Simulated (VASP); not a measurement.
# La (P6_3/mmc) in VASP: notebook

La is run at these levels: PBEsol; tasks: single point.

All numbers are computed with VASP 6.6.1; they aren't measurements. Logs are shortened: lines on timing, memory, paths and dates and some standing lists are left out, and cuts for length are marked.

## Step 1: The cell of the first run

The structure is hexagonal, space group P6_3/mmc (No. 194). Conventional cell: a = 3.796 Å, b = 3.796 Å, c = 12.041 Å, α = 90.00°, β = 90.00°, γ = 120.00°. Within 4.9 Å of La (site symmetry -3m) lie 12 La at 3.72 to 3.80 Å. La (site symmetry -6m2) has 12 La at 3.72 to 3.80 Å within 4.9 Å.

## Step 2: Single point, PBEsol

Contents of INCAR:

```
PREC     = Accurate       # precision mode
ENCUT    = 520            # plane-wave cutoff, eV
EDIFF    = 1E-7           # SCF threshold, eV
ISMEAR   = 0              # smearing method
SIGMA    = 0.1            # smearing width, eV
LREAL    = F              # projectors in reciprocal space
LASPH    = T              # aspherical terms in the spheres
NELM     = 80             # most SCF steps
ALGO     = Normal         # electronic algorithm
ISIF     = 2              # what is computed and relaxed
LWAVE    = F              # write WAVECAR
LCHARG   = F              # write CHGCAR
GGA      = PS             # functional
NBANDS   = 30             # bands
```

Contents of KPOINTS:

```
regular mesh
0
Gamma
  6 6 2
```

Contents of POSCAR:

```
La
1.0
    3.7963115000      0.0000000000      0.0000000000
   -1.8981557500      3.2877022000      0.0000000000
    0.0000000000      0.0000000000     12.0412575300
La
4
Direct
    0.0000000000      0.0000000000      0.0000000000
    0.0000000000      0.0000000000      0.5000000000
    0.3333333300      0.6666666700      0.2500000000
    0.6666666700      0.3333333300      0.7500000000
```

Potentials or basis: VASP PAW PBE potentials, release 64 (La).

On the command line:

```console
> cat potpaw_PBE.64/La/POTCAR > POTCAR
> mpirun -np 1 vasp_std > vasp.out
```

OUTCAR:

```text
PREC = Accurate
   ENCUT = 520
   EDIFF = 1E-7
   ISMEAR = 0
   LREAL = F
   LASPH = T
   NELM = 80
   ISIF = 2
   GGA = PS

 ion  position               nearest neighbor table
   1  0.000  0.000  0.000-
   2  0.000  0.000  0.500-
   3  0.333  0.667  0.250-
   4  0.667  0.333  0.750-

  LATTYP: Found a hexagonal cell.
 ALAT       =     3.7963115000
 C/A-ratio  =     3.1718307441

  Lattice vectors:

 A1 = (   3.7963115000,   0.0000000000,   0.0000000000)
 A2 = (  -1.8981557500,   3.2877022000,   0.0000000000)
 A3 = (   0.0000000000,   0.0000000000,  12.0412575300)

Analysis of symmetry for initial positions (statically):
=====================================================================
 Subroutine PRICEL returns:
 Original cell was already a primitive cell.

 Routine SETGRP: Setting up the symmetry group for a
 hexagonal supercell.

 Subroutine GETGRP returns: Found 24 space group operations
 (whereof 12 operations were pure point group operations)
 out of a pool of 24 trial point group operations.

The static configuration has the point symmetry D_3d.
 The point group associated with its full space group is D_6h.

Analysis of symmetry for dynamics (positions and initial velocities):
=====================================================================
 Subroutine PRICEL returns:
 Original cell was already a primitive cell.

 Routine SETGRP: Setting up the symmetry group for a
 hexagonal supercell.

 Subroutine GETGRP returns: Found 24 space group operations
 (whereof 12 operations were pure point group operations)
 out of a pool of 24 trial point group operations.

The dynamic configuration has the point symmetry D_3d.
 The point group associated with its full space group is D_6h.

 Subroutine INISYM returns: Found 24 space group operations
 (whereof 12 operations are pure point group operations),
 and found     1 'primitive' translations

----------------------------------------------------------------------------------------

                                     Primitive cell

  volume of cell :     150.2886

  direct lattice vectors                    reciprocal lattice vectors
     3.796311500  0.000000000  0.000000000     0.263413579  0.152081901  0.000000000
    -1.898155750  3.287702200  0.000000000     0.000000000  0.304163802  0.000000000
     0.000000000  0.000000000 12.041257530     0.000000000  0.000000000  0.083047804

  length of vectors
     3.796311500  3.796311500 12.041257530     0.304163802  0.304163802  0.083047804

  position of ions in fractional coordinates (direct lattice)
     0.000000000  0.000000000  0.000000000
     0.000000000  0.000000000  0.500000000
     0.333333330  0.666666670  0.250000000
     0.666666670  0.333333330  0.750000000

  ion indices of the primitive-cell ions
   primitive index   ion index
                 1           1
                 2           2
                 3           3
                 4           4

----------------------------------------------------------------------------------------

 KPOINTS: regular mesh

Automatic generation of k-mesh.
 Grid dimensions read from file:
 generate k-points for:    6    6    2

 Generating k-lattice:

  Cartesian coordinates                     Fractional coordinates (reciprocal lattice)
     0.043902263  0.025346983  0.000000000     0.166666667  0.000000000  0.000000000
     0.000000000  0.050693967  0.000000000     0.000000000  0.166666667  0.000000000
     0.000000000  0.000000000  0.041523902     0.000000000  0.000000000  0.500000000

  Length of vectors
     0.050693967  0.050693967  0.041523902

  Shift w.r.t. Gamma in fractional coordinates (k-lattice)
     0.000000000  0.000000000  0.000000000

 Subroutine IBZKPT returns following result:
 ===========================================

 Found     14 irreducible k-points:

 Following reciprocal coordinates:
            Coordinates               Weight
  0.000000  0.000000  0.000000      1.000000
  0.166667  0.000000  0.000000      6.000000
  0.333333  0.000000  0.000000      6.000000
  0.500000  0.000000  0.000000      3.000000
  0.166667  0.166667  0.000000      6.000000
  0.333333  0.166667  0.000000     12.000000
  0.333333  0.333333  0.000000      2.000000
  0.000000  0.000000  0.500000      1.000000
  0.166667  0.000000  0.500000      6.000000
  0.333333  0.000000  0.500000      6.000000
  0.500000  0.000000  0.500000      3.000000
  0.166667  0.166667  0.500000      6.000000
  0.333333  0.166667  0.500000     12.000000
  0.333333  0.333333  0.500000      2.000000
   k-points           NKPTS =     14   k-points in BZ     NKDIM =     14   number of bands    NBANDS=     30
   number of dos      NEDOS =    301   number of ions     NIONS =      4
   total plane-waves  NPLWV =  70560
   dimension x,y,z NGX =    28 NGY =   28 NGZ =   90
   dimension x,y,z NGXF=    56 NGYF=   56 NGZF=  180
   ions per type =               4
   NGX,Y,Z   is equivalent  to a cutoff of  12.26, 12.26, 12.43 a.u.
   NGXF,Y,Z  is equivalent  to a cutoff of  24.52, 24.52, 24.85 a.u.
 SYSTEM =  unknown system
   PREC   = accura    normal or accurate (medium, high low for compatibility)
   ISTART =      0    job   : 0-new  1-cont  2-samecut
   ICHARG =      2    charge: 1-file 2-atom 10-const
   ISPIN  =      1    spin polarized calculation?
   LNONCOLLINEAR =      F non collinear calculations
   LSORBIT =      F    spin-orbit coupling
   LASPH  =      T    aspherical Exc in radial PAW
   ENCUT  =  520.0 eV  38.22 Ry    6.18 a.u.   7.06  7.06 22.39*2*pi/ulx,y,z
   NELM   =     80;   NELMIN=  2; NELMDL= -5     # of ELM steps
   EDIFF  = 0.1E-06   stopping-criterion for ELM
   LREAL  =      F    real-space projection
   EDIFFG = 0.1E-05   stopping-criterion for IOM
   NSW    =      0    number of steps for IOM
   IBRION =     -1    ionic relax: 0-MD 1-quasi-New 2-CG
   NFREE  =      0    steps in history (QN), initial steepest desc. (CG)
   ISIF   =      2    stress and relaxation
   ISYM   =      2    0-nonsym 1-usesym 2-fastsym
   POTIM  = 0.5000    time-step for ionic-motion
   TEBEG  =    0.0;   TEEND  =   0.0 temperature during run
   PSTRESS=    0.0 pullay stress
   NELECT =      44.0000    total number of electrons
   NUPDOWN=      -1.0000    fix difference up-down
   EMIN   =  10.00;   EMAX   =-10.00  energy-range for DOS
   EFERMI =   0.00;   METHOD = LEGACY
   ISMEAR =     0;   SIGMA  =   0.10  broadening in eV -4-tet -1-fermi 0-gaus
   EFERMI_NEDOS =   21; number of points for ismear=-14 and -15
   IALGO  =     38    algorithm
   IMIX   =      4    mixing-type and parameters
     AMIX     =   0.40;   BMIX     =  1.00
     AMIX_MAG =   1.60;   BMIX_MAG =  1.00
  volume/ion in A,a.u.               =      37.57       253.55
  Fermi-wavevector in a.u.,A,eV,Ry     =   1.087052  2.054230 16.077762  1.181682
  Thomas-Fermi vector in A             =   2.223203
   LORBIT       =      0    0 simple, 1 ext, 2 COOP (PROOUT), +10 PAW based schemes
   GGA     = PS    functional components
   LHFCALC =     F    Hartree Fock is set to
   AEXX    =    0.0000 exact exchange contribution
   IVDW    =     0    specifies the selected vdW correction
   LEPSILON=     F    determine dielectric tensor
   LRPA    =     F    only Hartree local field effects (RPA)
 non-spin polarized calculation
 Gauss-broadening in eV      SIGMA  =   0.10
  energy-cutoff  :      520.00
  volume of cell :      150.29
 maximum number of plane-waves:      4071
   NGX = 15   NGY = 15   NGZ = 45

 number of electron      43.9999997 magnetization

 Free energy of the ion-electron system (eV)
  ---------------------------------------------------
  ext. energy  EPLUGINS =         0.00000000
  ---------------------------------------------------
  free energy    TOTEN  =       -21.31908643 eV

  energy without entropy =      -21.28943473  energy(sigma->0) =      -21.30426058

 E-fermi :   7.6496     XC(G=0):  -9.6359

 val. band max:        7.5838455065   @ k =   0.3333   0.3333   0.5000
 cond. band min:       7.6829033204   @ k =   0.1667   0.1667   0.0000
 fundamental gap:      0.0990578139
 Fermi energy:         7.6495794206

 k-point     1 :       0.0000    0.0000    0.0000
  band No.  band energies     occupation
      1     -25.2463      2.00000
      2     -25.1515      2.00000
      3     -25.1343      2.00000
      4     -25.0359      2.00000
      5      -9.5950      2.00000
      6      -8.9327      2.00000
[... 22 lines left out ...]
     29       9.0364      0.00000
     30       9.0764      0.00000

 k-point     2 :       0.1667    0.0000    0.0000
  band No.  band energies     occupation
      1     -25.2070      2.00000
      2     -25.1237      2.00000
      3     -25.1064      2.00000
      4     -25.0205      2.00000
      5      -9.4853      2.00000
      6      -8.9952      2.00000
[... 22 lines left out ...]
     29       9.1037      0.00000
     30       9.2142      0.00000

 k-point     3 :       0.3333    0.0000    0.0000
  band No.  band energies     occupation
      1     -25.1197      2.00000
      2     -25.0674      2.00000
      3     -25.0500      2.00000
      4     -24.9966      2.00000
      5      -9.3350      2.00000
      6      -9.3223      2.00000
[... 22 lines left out ...]
     29       9.0435      0.00000
     30       9.2494      0.00000

 k-point     4 :       0.5000    0.0000    0.0000
  band No.  band energies     occupation
      1     -25.0654      2.00000
      2     -25.0389      2.00000
      3     -25.0213      2.00000
      4     -24.9945      2.00000
      5      -9.5270      2.00000
      6      -9.4941      2.00000
[... 22 lines left out ...]
     29       9.3301      0.00000
     30       9.3550      0.00000

 k-point     5 :       0.1667    0.1667    0.0000
  band No.  band energies     occupation
      1     -25.1432      2.00000
      2     -25.0816      2.00000
      3     -25.0642      2.00000
      4     -25.0012      2.00000
      5      -9.2945      2.00000
      6      -9.1804      2.00000
[... 22 lines left out ...]
     29       8.9869      0.00000
     30       8.9999      0.00000

 k-point     6 :       0.3333    0.1667    0.0000
  band No.  band energies     occupation
      1     -25.0662      2.00000
      2     -25.0389      2.00000
      3     -25.0214      2.00000
      4     -24.9939      2.00000
      5      -9.4089      2.00000
      6      -9.3764      2.00000
[... 22 lines left out ...]
     29       9.0682      0.00000
     30       9.2169      0.00000

 k-point     7 :       0.3333    0.3333    0.0000
  band No.  band energies     occupation
      1     -25.0246      2.00000
      2     -25.0246      2.00000
      3     -25.0072      2.00000
      4     -25.0070      2.00000
      5      -9.3069      2.00000
      6      -9.1910      2.00000
[... 22 lines left out ...]
     29       9.1877      0.00000
     30       9.1980      0.00000

 k-point     8 :       0.0000    0.0000    0.5000
  band No.  band energies     occupation
      1     -25.2166      2.00000
      2     -25.2166      2.00000
      3     -25.0674      2.00000
      4     -25.0674      2.00000
      5      -9.4068      2.00000
      6      -9.4068      2.00000
[... 22 lines left out ...]
     29       9.0655      0.00000
     30       9.0700      0.00000

 k-point     9 :       0.1667    0.0000    0.5000
  band No.  band energies     occupation
      1     -25.1806      2.00000
      2     -25.1806      2.00000
      3     -25.0482      2.00000
      4     -25.0482      2.00000
      5      -9.3434      2.00000
      6      -9.3434      2.00000
[... 22 lines left out ...]
     29       9.0793      0.00000
     30       9.0832      0.00000

 k-point    10 :       0.3333    0.0000    0.5000
  band No.  band energies     occupation
      1     -25.1024      2.00000
      2     -25.1024      2.00000
      3     -25.0145      2.00000
      4     -25.0145      2.00000
      5      -9.3225      2.00000
      6      -9.3225      2.00000
[... 22 lines left out ...]
     29       9.0371      0.00000
     30       9.0371      0.00000

 k-point    11 :       0.5000    0.0000    0.5000
  band No.  band energies     occupation
      1     -25.0559      2.00000
      2     -25.0559      2.00000
      3     -25.0042      2.00000
      4     -25.0042      2.00000
      5      -9.4497      2.00000
      6      -9.4497      2.00000
[... 22 lines left out ...]
     29       9.2888      0.00000
     30       9.2911      0.00000

 k-point    12 :       0.1667    0.1667    0.5000
  band No.  band energies     occupation
      1     -25.1231      2.00000
      2     -25.1231      2.00000
      3     -25.0219      2.00000
      4     -25.0219      2.00000
      5      -9.2824      2.00000
      6      -9.2824      2.00000
[... 22 lines left out ...]
     29       9.1520      0.00000
     30       9.1521      0.00000

 k-point    13 :       0.3333    0.1667    0.5000
  band No.  band energies     occupation
      1     -25.0564      2.00000
      2     -25.0564      2.00000
      3     -25.0038      2.00000
      4     -25.0038      2.00000
      5      -9.3423      2.00000
      6      -9.3423      2.00000
[... 22 lines left out ...]
     29       9.0939      0.00000
     30       9.0939      0.00000

 k-point    14 :       0.3333    0.3333    0.5000
  band No.  band energies     occupation
      1     -25.0246      2.00000
      2     -25.0246      2.00000
      3     -25.0071      2.00000
      4     -25.0071      2.00000
      5      -9.2573      2.00000
      6      -9.2573      2.00000
[... 22 lines left out ...]
     29       9.1776      0.00000
     30       9.1866      0.00000

------------------------ aborting loop because EDIFF is reached ----------------------------------------

  FORCE on cell =-STRESS in cart. coord.  units (eV):
  Direction    XX          YY          ZZ          XY          YZ          ZX
  --------------------------------------------------------------------------------------
  -------------------------------------------------------------------------------------
  Total       -2.2618690     -2.2618690     -1.6818442     -0.0000000      0.0000000      0.0000000
  in kB      -24.1130350    -24.1130350    -17.9295827     -0.0000000      0.0000000      0.0000000
  external PRESSURE =     -22.0518842 kB  Pullay stress =       0.0000000 kB

 VOLUME and BASIS-vectors are now :
 -----------------------------------------------------------------------------
  energy-cutoff  :      520.00
  volume of cell :      150.29
      direct lattice vectors                 reciprocal lattice vectors
     3.796311500  0.000000000  0.000000000     0.263413579  0.152081901  0.000000000
    -1.898155750  3.287702200  0.000000000     0.000000000  0.304163802  0.000000000
     0.000000000  0.000000000 12.041257530     0.000000000  0.000000000  0.083047804

 POSITION                                       TOTAL-FORCE (eV/Angst)
 -----------------------------------------------------------------------------------
      0.00000      0.00000      0.00000        -0.000000     -0.000000      0.000000
      0.00000      0.00000      6.02063        -0.000000     -0.000000      0.000000
     -0.00000      2.19180      3.01031        -0.000000     -0.000000      0.000000
      1.89816      1.09590      9.03094         0.000000      0.000000     -0.000000
 -----------------------------------------------------------------------------------
    total drift:                               -0.000000      0.000000      0.000000

  FREE ENERGIE OF THE ION-ELECTRON SYSTEM (eV)
  ---------------------------------------------------
  free  energy   TOTEN  =       -21.3190864310 eV

  energy  without entropy=      -21.2894347302  energy(sigma->0) =      -21.30426058
```

Run time: 57 s. Hardware: 1 thread of Intel Xeon 6975P-C (Granite Rapids), shared host; peak memory 0.27 GiB.

Results:

| Property | Result |
| --- | --- |
| Free energy | -21.3191 eV |
| Pressure | -2.2 GPa |
| Band gap on the k mesh | zero (bands 22 and 23 overlap by 1.00 eV) |

Levels at points of the mesh, in eV from the Fermi level:
| k point | band 18 | band 19 | band 20 | band 21 | band 22 | band 23 | band 24 | band 25 | band 26 | band 27 |
| --- | --- | --- | --- | --- | --- | --- | --- | --- | --- | --- |
| (0.00, 0.00, 0.00) | -1.94 | -1.93 | -1.80 | 0.49 | 0.62 | 1.17 | 1.17 | 1.24 | 1.25 | 1.28 |
| (0.50, 0.00, 0.00) | -1.85 | -1.55 | -1.07 | -0.63 | -0.30 | -0.19 | 0.43 | 0.88 | 1.07 | 1.45 |
| (0.00, 0.00, 0.50) | -2.83 | -1.72 | -1.72 | 0.81 | 0.81 | 1.22 | 1.22 | 1.24 | 1.24 | 1.24 |
| (0.50, 0.00, 0.50) | -1.64 | -1.42 | -1.42 | -1.05 | -1.05 | 0.68 | 0.68 | 1.23 | 1.23 | 1.32 |

Caveat: the PAW data sets were made with another functional, which shifts forces and pressure a little; spin-orbit coupling is left out, which moves the levels of the heavy elements.

## Step 3: Single point, PBEsol

This run uses another cell than the first one, of 33.99 Å³/atom.

Contents of INCAR:

```
SYSTEM = La
PREC     = Accurate       ! precision mode
ENCUT    = 520            ! plane-wave cutoff, eV
EDIFF    = 1E-6           ! SCF threshold, eV
ISMEAR   = 0              ! smearing method
SIGMA    = 0.1            ! smearing width, eV
LREAL    = .False.        ! projectors in reciprocal space
LASPH    = .True.         ! aspherical terms in the spheres
NELM     = 100            ! most SCF steps
ALGO     = Fast           ! electronic algorithm
ISIF     = 2              ! what is computed and relaxed
LWAVE    = .False.        ! write WAVECAR
LCHARG   = .False.        ! write CHGCAR
GGA      = PS             ! functional
NBANDS   = 30             ! bands
```

Contents of KPOINTS:

```
regular mesh
0
Gamma
  15 15 4
  0 0 0
```

Contents of POSCAR:

```
La
1.0
    3.6613623466      0.0000000000      0.0000000000
   -1.8306811733      3.1708328047      0.0000000000
    0.0000000000      0.0000000000     11.7110841352
La
4
Direct
    0.0000000000      0.0000000000      0.0000000000
    0.0000000000      0.0000000000      0.5000000000
    0.3333333333      0.6666666667      0.2500000000
    0.6666666667      0.3333333333      0.7500000000
```

Potentials or basis: VASP PAW PBE potentials, release 64 (La).

On the command line:

```console
> cat potpaw_PBE.64/La/POTCAR > POTCAR
> mpirun -np 1 vasp_std > vasp.out
```

It took 15 min on 1 thread of Intel Xeon 6975P-C (Granite Rapids), shared host; peak memory 0.44 GiB.

Results (log left out):

```
Free energy            : -21.3990 eV
Pressure               : 0.1 GPa
Band gap on the k mesh : zero (bands 22 and 23 overlap by 1.28 eV)
```

Levels at points of the mesh, in eV from the Fermi level:
| k point | band 19 | band 20 | band 21 | band 22 | band 23 | band 24 | band 25 | band 26 |
| --- | --- | --- | --- | --- | --- | --- | --- | --- |
| (0.00, 0.00, 0.00) | -1.82 | -1.81 | 0.58 | 0.73 | 1.24 | 1.29 | 1.34 | 1.37 |
| (0.00, 0.00, 0.50) | -1.79 | -1.79 | 0.79 | 0.79 | 1.32 | 1.32 | 1.34 | 1.40 |

Caveat: the PAW data sets were made with another functional, which shifts forces and pressure a little; spin-orbit coupling is left out, which moves the levels of the heavy elements.

The gap in the log of VASP goes by the Fermi energy; the results here count the filled bands.